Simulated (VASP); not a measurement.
# TiAl3 (Pmm2) in VASP: a series of runs, part 2 of 2

VASP 6.6.1. Earlier steps stand in the parts before.

## Step 3: Single point, PBEsol

The input, INCAR:

```
SYSTEM = TiAl3
PREC     = Accurate       ! precision mode
ENCUT    = 500            ! plane-wave cutoff, eV
EDIFF    = 1E-6           ! SCF threshold, eV
ISMEAR   = 0              ! smearing method
SIGMA    = 0.1            ! smearing width, eV
LREAL    = .FALSE.        ! projectors in reciprocal space
LASPH    = .TRUE.         ! aspherical terms in the spheres
NELM     = 120            ! most SCF steps
ALGO     = Normal         ! electronic algorithm
ISIF     = 2              ! what is computed and relaxed
LWAVE    = .FALSE.        ! write WAVECAR
LCHARG   = .FALSE.        ! write CHGCAR
GGA      = PS             ! functional
NBANDS   = 18             ! bands
GGA_COMPAT= .FALSE.
```

The input, KPOINTS:

```
Automatic mesh
0
G
  7 5 5
  0 0 0
```

The input, POSCAR:

```
TiAl3
1.0
    2.8396770000      0.0000000000      0.0000000000
    0.0000000000      4.6812640000      0.0000000000
    0.0000000000      0.0000000000      4.9007420000
Ti Al
1 3
Direct
    0.0000000000      0.5000000000      0.1659160000
    0.5000000000      0.5000000000      0.6672710000
    0.5000000000      0.0000000000      0.3309120000
    0.0000000000      0.0000000000      0.8359000000
```

Potentials or basis: VASP PAW PBE potentials, release 64 (Ti_sv, Al).

Started as:

```console
cat potpaw_PBE.64/Ti_sv/POTCAR potpaw_PBE.64/Al/POTCAR > POTCAR
mpirun -np 1 vasp_std > vasp.out
```

OUTCAR:

```text
SYSTEM = TiAl3
   PREC = Accurate
   ENCUT = 500
   EDIFF = 1E-6
   ISMEAR = 0
   LREAL = .FALSE.
   LASPH = .TRUE.
   NELM = 120
   ISIF = 2
   GGA = PS

 ion  position               nearest neighbor table
   1  0.000  0.500  0.166-   2 2.83   2 2.83   2 2.84   2 2.84   4 2.85   4 2.85   3 2.85   3 2.85
                             3 2.85   3 2.85
   2  0.500  0.500  0.667-   1 2.83   1 2.83   1 2.84   1 2.84   4 2.86   4 2.86   4 2.86   4 2.86
                             3 2.86   3 2.86
   3  0.500  0.000  0.331-   4 2.81   4 2.81   4 2.85   4 2.85   1 2.85   1 2.85   1 2.85   1 2.85
                             2 2.86   2 2.86
   4  0.000  0.000  0.836-   3 2.81   3 2.81   1 2.85   1 2.85   3 2.85   3 2.85   2 2.86   2 2.86
                             2 2.86   2 2.86

  LATTYP: Found a simple orthorhombic cell.
 ALAT       =     2.8396770000
 B/A-ratio  =     1.6485198845
 C/A-ratio  =     1.7258096607

  Lattice vectors:

 A1 = (   2.8396770000,   0.0000000000,   0.0000000000)
 A2 = (   0.0000000000,   4.6812640000,   0.0000000000)
 A3 = (   0.0000000000,   0.0000000000,   4.9007420000)

Analysis of symmetry for initial positions (statically):
=====================================================================
[... 181 lines left out ...]
 fundamental gap:      0.0244315059
 Fermi energy:         7.9339481271

 k-point     1 :       0.0000    0.0000    0.0000
  band No.  band energies     occupation
      1     -48.3355      2.00000
      2     -24.7694      2.00000
      3     -24.7369      2.00000
      4     -24.4103      2.00000
      5      -2.1289      2.00000
      6       2.9294      2.00000
[... 481 lines left out ...]
      5       2.2216      2.00000
      6       3.7549      2.00000
[... 10 lines left out ...]
     17      12.1994      0.00000
     18      13.2114      0.00000

 [... further k-points ...]

------------------------ aborting loop because EDIFF is reached ----------------------------------------

  FORCE on cell =-STRESS in cart. coord.  units (eV):
  Direction    XX          YY          ZZ          XY          YZ          ZX
  --------------------------------------------------------------------------------------
  -------------------------------------------------------------------------------------
  Total       -1.0171376     -1.1335385     -0.7604479      0.0000000      0.0000000      0.0000000
  in kB      -25.0147625    -27.8774433    -18.7019162      0.0000000      0.0000000      0.0000000
  external PRESSURE =     -23.8647073 kB  Pullay stress =       0.0000000 kB

 VOLUME and BASIS-vectors are now :
 -----------------------------------------------------------------------------
  energy-cutoff  :      500.00
  volume of cell :       65.15
      direct lattice vectors                 reciprocal lattice vectors
     2.839677000  0.000000000  0.000000000     0.352152727  0.000000000  0.000000000
     0.000000000  4.681264000  0.000000000     0.000000000  0.213617519  0.000000000
     0.000000000  0.000000000  4.900742000     0.000000000  0.000000000  0.204050734

 POSITION                                       TOTAL-FORCE (eV/Angst)
 -----------------------------------------------------------------------------------
      0.00000      2.34063      0.81311         0.000000      0.000000     -0.032362
      1.41984      2.34063      3.27012         0.000000      0.000000      0.003857
      1.41984      0.00000      1.62171         0.000000      0.000000     -0.008872
      0.00000      0.00000      4.09653         0.000000      0.000000      0.037377
 -----------------------------------------------------------------------------------
    total drift:                                0.000000      0.000000      0.000177

  FREE ENERGIE OF THE ION-ELECTRON SYSTEM (eV)
  ---------------------------------------------------
  free  energy   TOTEN  =       -21.5752960896 eV

  energy  without entropy=      -21.5577209174  energy(sigma->0) =      -21.56650850
```

stdout:

```text
POSCAR found type information on POSCAR TiAl
 POSCAR found :  2 types and       4 ions
 scaLAPACK will be used
 -----------------------------------------------------------------------------
|                                                                             |
|                                                                             |
|     You enforced a specific xc type in the INCAR file but a different       |
|     I HOPE YOU KNOW WHAT YOU ARE DOING!                                     |
|                                                                             |
 -----------------------------------------------------------------------------

 LDA part: xc-table for (Slater+PW92), standard interpolation
 POSCAR, INCAR and KPOINTS ok, starting setup
 FFT: planning ... GRIDC
 FFT: planning ... GRID_SOFT
 FFT: planning ... GRID
 WAVECAR not read
 entering main loop
```

Run time: 13 s. Hardware: 1 thread of Intel Xeon 6975P-C (Granite Rapids), shared host; peak memory 0.19 GiB.

Results:

```yaml
Free_energy: -21.5753 eV
Pressure: -2.4 GPa
Largest_force: 0.037 eV/Å
Band_gap_on_the_k_mesh: zero (an odd number of electrons rules out a gap without spin polarisation)
```

Forces in eV/Å, atoms in the order of the input:
```
Ti   0.000  0.000 -0.032
Al   0.000  0.000  0.004
Al   0.000  0.000 -0.009
Al   0.000  0.000  0.037
```

Caveat: the PAW data sets were made with another functional, which shifts forces and pressure a little.

## Step 4: Single point, PBEsol

The input, INCAR:

```
PREC     = Accurate       # precision mode
ENCUT    = 500            # plane-wave cutoff, eV
EDIFF    = 1E-6           # SCF threshold, eV
ISMEAR   = 0              # smearing method
SIGMA    = 0.2            # smearing width, eV
LREAL    = F              # projectors in reciprocal space
LASPH    = T              # aspherical terms in the spheres
NELM     = 120            # most SCF steps
ALGO     = Normal         # electronic algorithm
ISIF     = 2              # what is computed and relaxed
LWAVE    = F              # write WAVECAR
LCHARG   = F              # write CHGCAR
GGA      = PS             # functional
NBANDS   = 18             # bands
GGA_COMPAT= F
```

The input, KPOINTS:

```
regular mesh
0
Gamma
  7 5 5
```

POSCAR is that of step 3.

Started as:

```console
cat potpaw_PBE.64/Ti_sv/POTCAR potpaw_PBE.64/Al/POTCAR > POTCAR
mpirun -np 1 vasp_std > vasp.out
```

Run time: 13 s. Hardware: 1 thread of Intel Xeon 6975P-C (Granite Rapids), shared host; peak memory 0.19 GiB.

The run converged. Its results:

* Free energy: -21.6005 eV
* Pressure: -2.4 GPa
* Largest force: 0.041 eV/Å
* Band gap on the k mesh: zero (an odd number of electrons rules out a gap without spin polarisation)

Forces on the atoms (eV/Å):
```
Ti   0.000  0.000 -0.041
Al   0.000  0.000  0.006
Al   0.000  0.000 -0.003
Al   0.000  0.000  0.038
```

Stress tensor (GPa, compression positive):
```
-2.37  0.00  0.00
 0.00 -2.73  0.00
 0.00  0.00 -2.00
```

Levels at points of the mesh, in eV from the Fermi level:
```tsv
k point	band 7	band 8	band 9	band 10	band 11	band 12	band 13	band 14	band 15	band 16
(0.00, 0.00, 0.00)	-3.78	-3.44	-2.60	-0.74	-0.36	2.34	2.40	2.75	2.83	3.10
```

Caveat: the PAW data sets were made with another functional, which shifts forces and pressure a little.

## Step 5: Single point, PBEsol

The input, INCAR:

```
SYSTEM = TiAl3
PREC = Accurate
ENCUT = 500
EDIFF = 1E-6
ISMEAR = 0
SIGMA = 0.4
LREAL = .False.
LASPH = .True.
NELM = 120
ALGO = Normal
ISIF = 2
LWAVE = .False.
LCHARG = .False.
GGA = PS
NBANDS = 18
GGA_COMPAT = .False.
```

The input, KPOINTS:

```
regular mesh
0
Gamma
  7 5 5
  0 0 0
```

POSCAR is that of step 4.

Potentials or basis: VASP PAW PBE potentials, release 64 (Ti_sv, Al).

Started as:

```console
cat potpaw_PBE.64/Ti_sv/POTCAR potpaw_PBE.64/Al/POTCAR > POTCAR
mpirun -np 1 vasp_std > vasp.out
```

OUTCAR:

```text
SYSTEM = TiAl3
   PREC = Accurate
   ENCUT = 500
   EDIFF = 1E-6
   ISMEAR = 0
   LREAL = .False.
   LASPH = .True.
   NELM = 120
   ISIF = 2
   GGA = PS

 ion  position               nearest neighbor table
   1  0.000  0.500  0.166-   2 2.83   2 2.83   2 2.84   2 2.84   4 2.85   4 2.85   3 2.85   3 2.85
                             3 2.85   3 2.85
   2  0.500  0.500  0.667-   1 2.83   1 2.83   1 2.84   1 2.84   4 2.86   4 2.86   4 2.86   4 2.86
                             3 2.86   3 2.86
   3  0.500  0.000  0.331-   4 2.81   4 2.81   4 2.85   4 2.85   1 2.85   1 2.85   1 2.85   1 2.85
                             2 2.86   2 2.86
   4  0.000  0.000  0.836-   3 2.81   3 2.81   1 2.85   1 2.85   3 2.85   3 2.85   2 2.86   2 2.86
                             2 2.86   2 2.86

  LATTYP: Found a simple orthorhombic cell.
 ALAT       =     2.8396770000
 B/A-ratio  =     1.6485198845
 C/A-ratio  =     1.7258096607

  Lattice vectors:

 A1 = (   2.8396770000,   0.0000000000,   0.0000000000)
 A2 = (   0.0000000000,   4.6812640000,   0.0000000000)
 A3 = (   0.0000000000,   0.0000000000,   4.9007420000)

Analysis of symmetry for initial positions (statically):
=====================================================================
 Subroutine PRICEL returns:
 Original cell was already a primitive cell.

 Routine SETGRP: Setting up the symmetry group for a
 simple orthorhombic supercell.

 Subroutine GETGRP returns: Found  4 space group operations
 (whereof  4 operations were pure point group operations)
 out of a pool of  8 trial point group operations.

The static configuration has the point symmetry C_2v.

Analysis of symmetry for dynamics (positions and initial velocities):
=====================================================================
 Subroutine PRICEL returns:
 Original cell was already a primitive cell.

 Routine SETGRP: Setting up the symmetry group for a
 simple orthorhombic supercell.

 Subroutine GETGRP returns: Found  4 space group operations
[... 128 lines left out ...]
  volume/ion in A,a.u.               =      16.29       109.91
  Fermi-wavevector in a.u.,A,eV,Ry     =   1.122492  2.121202 17.143184  1.259988
  Thomas-Fermi vector in A             =   2.259152
   LORBIT       =      0    0 simple, 1 ext, 2 COOP (PROOUT), +10 PAW based schemes
   GGA     = PS    functional components
   LHFCALC =     F    Hartree Fock is set to
   AEXX    =    0.0000 exact exchange contribution
   IVDW    =     0    specifies the selected vdW correction
   LEPSILON=     F    determine dielectric tensor
   LRPA    =     F    only Hartree local field effects (RPA)
 non-spin polarized calculation
 Gauss-broadening in eV      SIGMA  =   0.40
  energy-cutoff  :      500.00
  volume of cell :       65.15
 maximum number of plane-waves:      1673
 NGX is ok and might be reduce to    24
   NGX = 11   NGY = 17   NGZ = 17

 number of electron      21.0000004 magnetization

 Free energy of the ion-electron system (eV)
  ---------------------------------------------------
  ext. energy  EPLUGINS =         0.00000000
  ---------------------------------------------------
  free energy    TOTEN  =       -21.68543625 eV

  energy without entropy =      -21.47236232  energy(sigma->0) =      -21.57889928

 E-fermi :   7.9850     XC(G=0): -10.7132

 val. band max:        7.9674973427   @ k =   0.4286   0.0000   0.2000
 cond. band min:       8.0000551793   @ k =   0.1429   0.4000   0.0000
 fundamental gap:      0.0325578367
 Fermi energy:         7.9850031388

 k-point     1 :       0.0000    0.0000    0.0000
  band No.  band energies     occupation
      1     -48.3139      2.00000
      2     -24.7337      2.00000
      3     -24.7282      2.00000
      4     -24.3934      2.00000
      5      -2.1289      2.00000
      6       2.9272      2.00000
[... 481 lines left out ...]
      5       2.2234      2.00000
      6       3.7511      2.00000
[... 10 lines left out ...]
     17      12.2061      0.00000
     18      13.2166      0.00000

 [... further k-points ...]

------------------------ aborting loop because EDIFF is reached ----------------------------------------

  FORCE on cell =-STRESS in cart. coord.  units (eV):
  Direction    XX          YY          ZZ          XY          YZ          ZX
  --------------------------------------------------------------------------------------
  -------------------------------------------------------------------------------------
  Total       -0.8563850     -1.0555368     -0.7912223      0.0000000      0.0000000      0.0000000
  in kB      -21.0613275    -25.9591245    -19.4587605      0.0000000      0.0000000      0.0000000
  external PRESSURE =     -22.1597375 kB  Pullay stress =       0.0000000 kB

 VOLUME and BASIS-vectors are now :
 -----------------------------------------------------------------------------
  energy-cutoff  :      500.00
  volume of cell :       65.15
      direct lattice vectors                 reciprocal lattice vectors
     2.839677000  0.000000000  0.000000000     0.352152727  0.000000000  0.000000000
     0.000000000  4.681264000  0.000000000     0.000000000  0.213617519  0.000000000
     0.000000000  0.000000000  4.900742000     0.000000000  0.000000000  0.204050734

 POSITION                                       TOTAL-FORCE (eV/Angst)
 -----------------------------------------------------------------------------------
      0.00000      2.34063      0.81311         0.000000      0.000000     -0.059573
      1.41984      2.34063      3.27012         0.000000      0.000000      0.007579
      1.41984      0.00000      1.62171         0.000000      0.000000      0.017767
      0.00000      0.00000      4.09653         0.000000      0.000000      0.034227
 -----------------------------------------------------------------------------------
    total drift:                                0.000000      0.000000      0.000193

  FREE ENERGIE OF THE ION-ELECTRON SYSTEM (eV)
  ---------------------------------------------------
  free  energy   TOTEN  =       -21.6854362479 eV

  energy  without entropy=      -21.4723623210  energy(sigma->0) =      -21.57889928
```

OSZICAR:

```text
N       E                     dE             d eps       ncg     rms          rms(c)
DAV:   1     0.127901399517E+03    0.12790E+03   -0.92599E+03  1296   0.106E+03
DAV:   2    -0.105449808585E+02   -0.13845E+03   -0.13498E+03  1324   0.289E+02
DAV:   3    -0.228874065094E+02   -0.12342E+02   -0.12178E+02  2262   0.720E+01
DAV:   4    -0.235976563404E+02   -0.71025E+00   -0.70846E+00  1678   0.146E+01
DAV:   5    -0.236236845264E+02   -0.26028E-01   -0.26021E-01  1876   0.274E+00    0.104E+01
DAV:   6    -0.231337207581E+02    0.48996E+00   -0.27604E+01  1740   0.344E+01    0.851E+00
DAV:   7    -0.217958636625E+02    0.13379E+01   -0.12535E+01  1654   0.217E+01    0.306E+00
DAV:   8    -0.217103887722E+02    0.85475E-01   -0.10005E+00  1598   0.789E+00    0.133E+00
DAV:   9    -0.216862811799E+02    0.24108E-01   -0.21554E-01  1606   0.344E+00    0.322E-01
DAV:  10    -0.216858832728E+02    0.39791E-03   -0.84953E-03  1556   0.614E-01    0.188E-01
DAV:  11    -0.216854197124E+02    0.46356E-03   -0.31284E-03  1642   0.440E-01    0.100E-01
DAV:  12    -0.216854417306E+02   -0.22018E-04   -0.21876E-04  1526   0.133E-01    0.192E-02
DAV:  13    -0.216854367755E+02    0.49551E-05   -0.52761E-05  1856   0.471E-02    0.106E-02
DAV:  14    -0.216854362479E+02    0.52759E-06   -0.59396E-06  1334   0.167E-02
   1 F= -.21685436E+02 E0= -.21578899E+02  d E =-.213074E+00
```

Run time: 14 s. Hardware: 1 thread of Intel Xeon 6975P-C (Granite Rapids), shared host; peak memory 0.19 GiB.

What came out:

```
Free energy            : -21.6854 eV
Pressure               : -2.2 GPa
Largest force          : 0.060 eV/Å
Band gap on the k mesh : zero (an odd number of electrons rules out a gap without spin polarisation)
```

Forces on the atoms (eV/Å):
```
Ti   0.000  0.000 -0.060
Al   0.000  0.000  0.008
Al   0.000  0.000  0.018
Al   0.000  0.000  0.034
```

Stress tensor (GPa, compression positive):
```
-2.11  0.00  0.00
 0.00 -2.60  0.00
 0.00  0.00 -1.95
```

Caveat: so wide a smearing shifts energies and pressures; the PAW data sets were made with another functional, which shifts forces and pressure a little.

## Step 6: Single point, PBEsol

The input, INCAR:

```
ALGO     = Normal         # electronic algorithm
EDIFF    = 1E-6           # SCF threshold, eV
ENCUT    = 500            # plane-wave cutoff, eV
GGA      = PS             # functional
GGA_COMPAT= F            
ISIF     = 2              # what is computed and relaxed
ISMEAR   = 0              # smearing method
LASPH    = T              # aspherical terms in the spheres
LCHARG   = F              # write CHGCAR
LREAL    = F              # projectors in reciprocal space
LWAVE    = F              # write WAVECAR
NBANDS   = 18             # bands
NELM     = 120            # most SCF steps
PREC     = Accurate       # precision mode
SIGMA    = 0.1            # smearing width, eV
```

The input, KPOINTS:

```
Automatic mesh
0
Gamma
  10 6 6
  0.5 0.5 0.5
```

POSCAR is that of step 5.

Potentials or basis: VASP PAW PBE potentials, release 64 (Ti_sv, Al).

Started as:

```console
cat potpaw_PBE.64/Ti_sv/POTCAR potpaw_PBE.64/Al/POTCAR > POTCAR
mpirun -np 1 vasp_std > vasp.out
```

Run time: 16 s. Hardware: 1 thread of Intel Xeon 6975P-C (Granite Rapids), shared host; peak memory 0.2 GiB.

Results (log left out):

```yaml
Free_energy: -21.5756 eV
Pressure: -2.4 GPa
Largest_force: 0.060 eV/Å
Band_gap_on_the_k_mesh: zero (an odd number of electrons rules out a gap without spin polarisation)
```

Forces in eV/Å, atoms in the order of the input:
```
Ti   0.000  0.000 -0.058
Al   0.000  0.000  0.017
Al   0.000  0.000 -0.020
Al   0.000  0.000  0.060
```

Stress tensor (GPa, compression positive):
```
-3.03  0.00  0.00
 0.00 -2.21  0.00
 0.00  0.00 -1.92
```

Levels at points of the mesh, in eV from the Fermi level:
| k point | band 8 | band 9 | band 10 | band 11 | band 12 | band 13 | band 14 | band 15 |
| --- | --- | --- | --- | --- | --- | --- | --- | --- |
| (0.05, 0.08, 0.08) | -3.20 | -1.96 | -0.87 | -0.37 | 2.07 | 2.14 | 2.55 | 2.73 |

Caveat: the PAW data sets were made with another functional, which shifts forces and pressure a little.

## Step 7: Overview

```csv
k mesh,smearing,gap on the mesh (eV),pressure (GPa),largest force (eV/Å)
7 × 5 × 5,gaussian 0.05 eV,none,-2.4,0.03
7 × 5 × 5,gaussian 0.1 eV,none,-2.4,0.04
7 × 5 × 5,gaussian 0.2 eV,none,-2.4,0.04
7 × 5 × 5,gaussian 0.4 eV,none,-2.2,0.06
"10 × 6 × 6, shifted",gaussian 0.1 eV,none,-2.4,0.06
```

Alike in all rows: task single point; level PBEsol; potentials or basis VASP PAW PBE potentials, release 64 (Ti_sv, Al); no spin polarisation; cell as given; cutoff (eV) 500.

Caveats: the PAW data sets were made with another functional, which shifts forces and pressure a little; so wide a smearing shifts energies and pressures (at least some runs).

Total energies depend on the potentials used, so only differences within one code and one set of settings carry meaning.

The gap in the log of VASP goes by the Fermi energy; the results here count the filled bands.